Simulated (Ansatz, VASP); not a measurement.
# B in VASP and in Ansatz

Contents of INCAR:

```
SYSTEM = B
  ALGO = Normal
  EDIFF = 1E-6
  ENCUT = 500
  GGA = PE
  GGA_COMPAT = .False.
  ISIF = 2
  ISMEAR = 0
  IVDW = 12
  LASPH = .True.
  LCHARG = .True.
  LELF = .True.
  LREAL = .False.
  LVHAR = .True.
  LWAVE = .False.
  NBANDS = 8
  NELM = 120
  PREC = Accurate
  SIGMA = 0.15
```

File KPOINTS:

```
k-points
0
Gamma
  33 33 14
  0 0 0
```

The input POSCAR:

```
B
1.0
    1.7875552546      0.0000000000      0.0000000000
   -0.8937776273      1.5480682611      0.0000000000
    0.0000000000      0.0000000000      3.4536517075
B
1
Direct
    0.0000000000      0.0000000000      0.0000000000
```

Input for Ansatz:

```yaml
crystal:
  lattice:
    - [1.7875552546, 0.0, 0.0]
    - [-0.8937776273, 1.5480682611, 0.0]
    - [0.0, 0.0, 3.4536517075]
  atoms:
    - { symbol: B, position: [0.0, 0.0, 0.0] }
basis:
  ecutwfc: 420
kpoints:
  mp_grid: { grid: [33, 33, 14] }
hamiltonian:
  xc: pbe
  dispersion: d3bj
scf:
  occupations: { method: gaussian, width: 0.15 }
output:
  forces: true
  stress: true
  eigenvalues: true
```

Change from the starting cell: strain +0.050 along x and y, -0.050 along z, atoms carried along.

Alike in both runs: task single point; functional PBE; dispersion D3(BJ); k mesh 33 × 33 × 14; occupations gaussian, width 0.15 eV; no spin polarisation.

|  | VASP | Ansatz |
| --- | --- | --- |
| version | VASP 6.6.1 | Ansatz 0.2.0 |
| potentials or method | VASP PAW PBE potentials, release 64 (B), cutoff 500 eV | scalar-relativistic, plane waves, PAW |
| valence electrons in the cell | 3 | 3 |

VASP gave:

```
gap on the k mesh at the Fermi level (eV)                     : none
pressure (GPa)                                                : -22.3
traceless stress, the component that is largest in VASP (GPa) : 21.89
```

Q: Which values does Ansatz return?

A: gap on the k mesh at the Fermi level (eV): none; pressure (GPa): -22.2; traceless stress, the component that is largest in VASP (GPa): 21.85.

A gap of «none» marks a metal or a gap that the smearing closes.
